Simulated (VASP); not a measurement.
# TaN: single point with PBEsol

Crystal: TaN.

```
Ta N
1.0
     2.96060    0.00000    0.00000
    -1.48030    2.56395    0.00000
     0.00000    0.00000    2.83490
Ta N
1 1
Direct
  0.33333 0.66667 0.50000
  0.00000 0.00000 0.00000
```

```
Program                : VASP 6.6.1
Task                   : single point
Functional             : PBEsol
Potentials or basis    : VASP PAW PBE potentials, release 64 (Ta_pv, N)
Cutoff                 : 520 eV
k mesh                 : 18 × 18 × 16
Occupations            : gaussian, width 0.15 eV
Spin                   : no spin polarisation
Dipole correction      : no
Further INCAR settings : ALGO = Normal; EDIFF = 1e-06; NBANDS = 15
```

```yaml
Pressure: -2.7 GPa
Band_gap_on_the_k_mesh: zero (band 8 reaches 8.40 eV, above the bottom of band 9 at 8.04 eV)
```

Stress tensor (GPa, compression positive):
```
-8.03  0.00  0.00
 0.00 -8.03  0.00
 0.00  0.00  7.83
```

Levels at points of the mesh, in eV from the Fermi level:
```csv
k point,band 6,band 7,band 8,band 9,band 10,band 11
"(0.00, 0.00, 0.00)",-4.74,-4.16,-2.73,2.05,3.76,3.76
"(0.50, 0.00, 0.00)",-4.96,-3.48,-3.27,3.13,3.84,5.16
"(0.00, 0.00, 0.50)",-3.93,-3.93,-0.05,-0.05,2.81,3.16
"(0.50, 0.00, 0.50)",-6.15,-5.85,-0.23,4.17,5.25,6.28
```

It took 27 s on 1 thread of Intel(R) Xeon(R) 6975P-C (Granite Rapids), with other jobs on the host, peak memory 0.23 GiB.

Caveat: the PAW data sets were made with another functional, which shifts forces and pressure a little; spin-orbit coupling is left out, which moves the levels of the heavy elements.
